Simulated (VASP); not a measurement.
**Ta: single point with r2SCAN**

Crystal: Ta.

```
Ta
1.0
    -1.65128    1.65128    1.65128
     1.65128   -1.65128    1.65128
     1.65128    1.65128   -1.65128
Ta
1
Direct
  0.00000 0.00000 0.00000
```

```yaml
Program: VASP 6.6.1
Task: single point
Functional: r2SCAN
Potentials_or_basis: VASP PAW PBE potentials, release 64 (Ta_pv)
Cutoff: 520 eV
k_mesh: 8 × 8 × 8
Occupations: gaussian, width 0.1 eV
Spin: no spin polarisation
Dipole_correction: no
Further_INCAR_settings: ALGO = Normal; EDIFF = 1e-07; NBANDS = 12
```

- Pressure: -1.4 GPa

Levels at points of the mesh, in eV from the Fermi level:
```tsv
k point	band 3	band 4	band 5	band 6	band 7	band 8
(0.00, 0.00, 0.00)	-34.22	-8.36	0.82	0.82	0.82	4.31
(0.50, 0.00, 0.00)	-34.23	-4.59	-1.59	1.44	4.19	5.25
(0.50, 0.50, 0.50)	-35.08	-3.97	-3.97	7.10	7.10	7.10
```

Run time: 25 s on 1 thread of Intel(R) Xeon(R) Platinum 8259CL CPU @ 2.50GHz (Skylake/Cascade Lake), on a shared host, peak memory 0.14 GiB.

Caveat: the PAW data sets were made with another functional, which shifts forces and pressure a little; spin-orbit coupling is left out, which moves the levels of the heavy elements.
